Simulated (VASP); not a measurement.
# CuI (Fm-3m) in VASP: single point with HSE06

Aim: the single point of CuI with HSE06.

Program: VASP 6.6.1. These are calculated values, not measurements. Logs are shortened: lines on timing, memory, paths and dates and some standing lists are left out, and cuts for length are marked.

### 1 The cell of the first run

It takes space group Fm-3m (No. 225, cubic). The conventional cell has a = 5.712 Å, b = 5.712 Å, c = 5.712 Å, α = 90.00°, β = 90.00°, γ = 90.00°. Cu (site symmetry m-3m) has 6 I at 2.86 Å within 3.8 Å. Within 3.8 Å of I (site symmetry m-3m) lie 6 Cu at 2.86 Å.

### 2 Single point, HSE06

The input, POSCAR:

```
CuI
1.0
    0.0000000000      2.8561104037      2.8561104037
    2.8561104037      0.0000000000      2.8561104037
    2.8561104037      2.8561104037      0.0000000000
Cu I
1 1
Direct
    0.0000000000      0.0000000000      0.0000000000
    0.5000000000      0.5000000000      0.5000000000
```

The input, INCAR.step1:

```
PREC     = Accurate       # precision mode
ENCUT    = 520            # plane-wave cutoff, eV
EDIFF    = 1E-5           # SCF threshold, eV
ISMEAR   = -1             # smearing method
SIGMA    = 0.02           # smearing width, eV
LREAL    = False          # projectors in reciprocal space
LASPH    = True           # aspherical terms in the spheres
NELM     = 100            # most SCF steps
ALGO     = Normal         # electronic algorithm
ISIF     = 2              # what is computed and relaxed
LWAVE    = True           # write WAVECAR
LCHARG   = False          # write CHGCAR
GGA      = PE             # functional
NBANDS   = 16             # bands
```

The input, INCAR.step2:

```
PREC     = Accurate       # precision mode
ENCUT    = 520            # plane-wave cutoff, eV
EDIFF    = 1E-6           # SCF threshold, eV
ISMEAR   = -1             # smearing method
SIGMA    = 0.02           # smearing width, eV
LREAL    = False          # projectors in reciprocal space
LASPH    = True           # aspherical terms in the spheres
NELM     = 100            # most SCF steps
ALGO     = Normal         # electronic algorithm
ISIF     = 2              # what is computed and relaxed
LWAVE    = False          # write WAVECAR
LCHARG   = False          # write CHGCAR
GGA      = PE             # functional
LHFCALC  = True           # exact exchange
HFSCREEN = 0.2079         # screening, 1/A
PRECFOCK = Normal       
ISTART   = 1            
NBANDS   = 16             # bands
```

The input, KPOINTS:

```
regular mesh
0
Gamma
  6 6 6
```

Potentials or basis: VASP PAW PBE potentials, release 64 (Cu, I).

The run is started by

```console
> cat potpaw_PBE.64/Cu/POTCAR potpaw_PBE.64/I/POTCAR > POTCAR
> cp INCAR.step1 INCAR
> mpirun -np 1 vasp_std > vasp.out
> cp INCAR.step2 INCAR
> mpirun -np 1 vasp_std > vasp.out
```

OUTCAR:

```text
PREC = Accurate
   ENCUT = 520
   EDIFF = 1E-6
   ISMEAR = -1
   LREAL = False
   LASPH = True
   NELM = 100
   ISIF = 2
   GGA = PE
   LHFCALC = True
   HFSCREEN = 0.2079
   PRECFOCK = Normal
   ISTART = 1

 ion  position               nearest neighbor table
   1  0.000  0.000  0.000-   2 2.86   2 2.86   2 2.86   2 2.86   2 2.86   2 2.86
   2  0.500  0.500  0.500-   1 2.86   1 2.86   1 2.86   1 2.86   1 2.86   1 2.86

  LATTYP: Found a face centered cubic cell.
 ALAT       =     5.7122208074

  Lattice vectors:

 A1 = (   0.0000000000,   2.8561104037,   2.8561104037)
 A2 = (   2.8561104037,   0.0000000000,   2.8561104037)
 A3 = (   2.8561104037,   2.8561104037,   0.0000000000)

Analysis of symmetry for initial positions (statically):
=====================================================================
 Subroutine PRICEL returns:
 Original cell was already a primitive cell.

 Routine SETGRP: Setting up the symmetry group for a
 face centered cubic supercell.

 Subroutine GETGRP returns: Found 48 space group operations
 (whereof 48 operations were pure point group operations)
 out of a pool of 48 trial point group operations.

The static configuration has the point symmetry O_h .

Analysis of symmetry for dynamics (positions and initial velocities):
=====================================================================
 Subroutine PRICEL returns:
 Original cell was already a primitive cell.

 Routine SETGRP: Setting up the symmetry group for a
 face centered cubic supercell.

 Subroutine GETGRP returns: Found 48 space group operations
 (whereof 48 operations were pure point group operations)
 out of a pool of 48 trial point group operations.

The dynamic configuration has the point symmetry O_h .

 Subroutine INISYM returns: Found 48 space group operations
 (whereof 48 operations are pure point group operations),
 and found     1 'primitive' translations

----------------------------------------------------------------------------------------

                                     Primitive cell

  volume of cell :      46.5967

  direct lattice vectors                    reciprocal lattice vectors
     0.000000000  2.856110404  2.856110404    -0.175063261  0.175063261  0.175063261
     2.856110404  0.000000000  2.856110404     0.175063261 -0.175063261  0.175063261
[... 79 lines left out ...]
   NSW    =      0    number of steps for IOM
   IBRION =     -1    ionic relax: 0-MD 1-quasi-New 2-CG
   NFREE  =      0    steps in history (QN), initial steepest desc. (CG)
   ISIF   =      2    stress and relaxation
   ISYM   =      3    0-nonsym 1-usesym 2-fastsym
   POTIM  = 0.5000    time-step for ionic-motion
   TEBEG  =    0.0;   TEEND  =   0.0 temperature during run
   PSTRESS=    0.0 pullay stress
   NELECT =      18.0000    total number of electrons
   NUPDOWN=      -1.0000    fix difference up-down
   EMIN   =  10.00;   EMAX   =-10.00  energy-range for DOS
   EFERMI =   0.00;   METHOD = LEGACY
   ISMEAR =    -1;   SIGMA  =   0.02  broadening in eV -4-tet -1-fermi 0-gaus
   EFERMI_NEDOS =   21; number of points for ismear=-14 and -15
   IALGO  =     38    algorithm
   IMIX   =      1    mixing-type and parameters
     AMIX     =   0.40;   BMIX     =  1.00
     AMIX_MAG =   1.60;   BMIX_MAG =  1.00
  volume/ion in A,a.u.               =      23.30       157.22
  Fermi-wavevector in a.u.,A,eV,Ry     =   1.192287  2.253095 19.341327  1.421547
  Thomas-Fermi vector in A             =   2.328328
   LORBIT       =      0    0 simple, 1 ext, 2 COOP (PROOUT), +10 PAW based schemes
   GGA     = PE    functional components
   LHFCALC =     T    Hartree Fock is set to
   PRECFOCK=normal    Normal, Fast or Accurate (Low or Medium for compatibility)
   ENCUT4O =  -1.0   cutoff for four orbital integrals eV
   NKREDX  =     1    reduce k-point grid by
   NKREDY  =     1    reduce k-point grid by
   NKREDZ  =     1    reduce k-point grid by
   AEXX    =    0.2500 exact exchange contribution
   HFSCREEN=    0.2079 screening length (either q_TF or 0.3 A-1)
   HFSCREENC=   0.2079 screening length for correlation (either q_TF or 0.3 A-1)
   ENCUTFOCK=  -1.0 apply spherical cutoff to Coloumb kernel
   IVDW    =     0    specifies the selected vdW correction
   LEPSILON=     F    determine dielectric tensor
   LRPA    =     F    only Hartree local field effects (RPA)
 non-spin polarized calculation
  energy-cutoff  :      520.00
  volume of cell :       46.60
 maximum number of plane-waves:      1278
  NGX = 24; NGY = 24; NGZ = 24

 number of electron      18.0000008 magnetization

 Free energy of the ion-electron system (eV)
  ---------------------------------------------------
  ext. energy  EPLUGINS =         0.00000000
  ---------------------------------------------------
  free energy    TOTEN  =        -5.99215597 eV

  energy without entropy =       -5.99215597  energy(sigma->0) =       -5.99215597

 E-fermi :   5.7965     XC(G=0):  -8.3040

 val. band max:        5.3618046089   @ k =   0.5000   0.0000   0.0000
 cond. band min:       6.2573782618   @ k =   0.5000   0.5000   0.0000
 fundamental gap:      0.8955736529
 Fermi energy:         5.7965307563

 k-point     1 :       0.0000    0.0000    0.0000
  band No.  band energies     occupation
      1      -9.7587      2.00000
      2       2.7075      2.00000
      3       2.7075      2.00000
      4       2.7800      2.00000
      5       2.7800      2.00000
      6       2.7800      2.00000
[... 281 lines left out ...]
      3       1.0914      2.00000
      4       1.1576      2.00000
      5       3.0099      2.00000
      6       3.0705      2.00000
[... 8 lines left out ...]
     15      19.4294      0.00000
     16      20.6385      0.00000

------------------------ aborting loop because EDIFF is reached ----------------------------------------

  FORCE on cell =-STRESS in cart. coord.  units (eV):
  Direction    XX          YY          ZZ          XY          YZ          ZX
  --------------------------------------------------------------------------------------
  -------------------------------------------------------------------------------------
  Total        0.2921831      0.2921831      0.2921831      0.0000000      0.0000000     -0.0000000
  in kB       10.0464049     10.0464049     10.0464049      0.0000000      0.0000000     -0.0000000
  external PRESSURE =      10.0464049 kB  Pullay stress =       0.0000000 kB

 VOLUME and BASIS-vectors are now :
 -----------------------------------------------------------------------------
  energy-cutoff  :      520.00
  volume of cell :       46.60
      direct lattice vectors                 reciprocal lattice vectors
     0.000000000  2.856110404  2.856110404    -0.175063261  0.175063261  0.175063261
     2.856110404  0.000000000  2.856110404     0.175063261 -0.175063261  0.175063261
     2.856110404  2.856110404  0.000000000     0.175063261  0.175063261 -0.175063261

 POSITION                                       TOTAL-FORCE (eV/Angst)
 -----------------------------------------------------------------------------------
      0.00000      0.00000      0.00000         0.000000      0.000000      0.000000
      2.85611      2.85611      2.85611        -0.000000      0.000000      0.000000
 -----------------------------------------------------------------------------------
    total drift:                               -0.000005     -0.000021     -0.000021

  FREE ENERGIE OF THE ION-ELECTRON SYSTEM (eV)
  ---------------------------------------------------
  free  energy   TOTEN  =        -5.9921559723 eV

  energy  without entropy=       -5.9921559722  energy(sigma->0) =       -5.99215597
```

OUTCAR.step1:

```text
PREC = Accurate
   ENCUT = 520
   EDIFF = 1E-5
   ISMEAR = -1
   LREAL = False
[... 514 lines left out ...]
      0.00000      0.00000      0.00000         0.000000     -0.000000     -0.000000
      2.85611      2.85611      2.85611        -0.000000      0.000000      0.000000
 -----------------------------------------------------------------------------------
    total drift:                               -0.000000      0.000000      0.000000

  FREE ENERGIE OF THE ION-ELECTRON SYSTEM (eV)
  ---------------------------------------------------
  free  energy   TOTEN  =        -5.0942216993 eV

  energy  without entropy=       -5.0931706289  energy(sigma->0) =       -5.09369616
```

OSZICAR.step1:

```text
N       E                     dE             d eps       ncg     rms          rms(c)
DAV:   1     0.961416045301E+02    0.96142E+02   -0.78274E+03   528   0.126E+03
DAV:   2     0.724390032502E+00   -0.95417E+02   -0.87350E+02   520   0.229E+02
DAV:   3    -0.512079930058E+01   -0.58452E+01   -0.57198E+01   688   0.620E+01
DAV:   4    -0.529237527816E+01   -0.17158E+00   -0.17150E+00   688   0.907E+00
DAV:   5    -0.529653330087E+01   -0.41580E-02   -0.41580E-02   736   0.142E+00    0.659E+00
DAV:   6    -0.522188257155E+01    0.74651E-01   -0.25367E+00   568   0.399E+01    0.399E+00
DAV:   7    -0.509462087540E+01    0.12726E+00   -0.63756E-01   560   0.244E+01    0.215E+00
DAV:   8    -0.509553104618E+01   -0.91017E-03   -0.20043E-02   712   0.135E+00    0.557E-01
DAV:   9    -0.509417158508E+01    0.13595E-02   -0.51287E-03   688   0.201E+00    0.956E-02
DAV:  10    -0.509421419531E+01   -0.42610E-04   -0.43862E-04   696   0.163E-01    0.172E-02
DAV:  11    -0.509422169927E+01   -0.75040E-05   -0.21726E-05   608   0.360E-02
   1 F= -.50942217E+01 E0= -.50936962E+01  d E =-.105107E-02
```

It took 60 min on 1 thread of Intel Xeon 8259CL, shared host; peak memory 0.27 GiB.

Results:

| Item | Value |
| --- | --- |
| Free energy | -5.9922 eV |
| Pressure | 1.0 GPa |
| Band gap on the k mesh | 0.90 eV (least direct gap 3.06 eV) |

Caveat: the structure was generated, so it needn't be the stable form of CuI; the PAW data sets were made with another functional, which shifts forces and pressure a little; spin-orbit coupling is left out, which moves the levels of the heavy elements. A k mesh can miss the band edges.
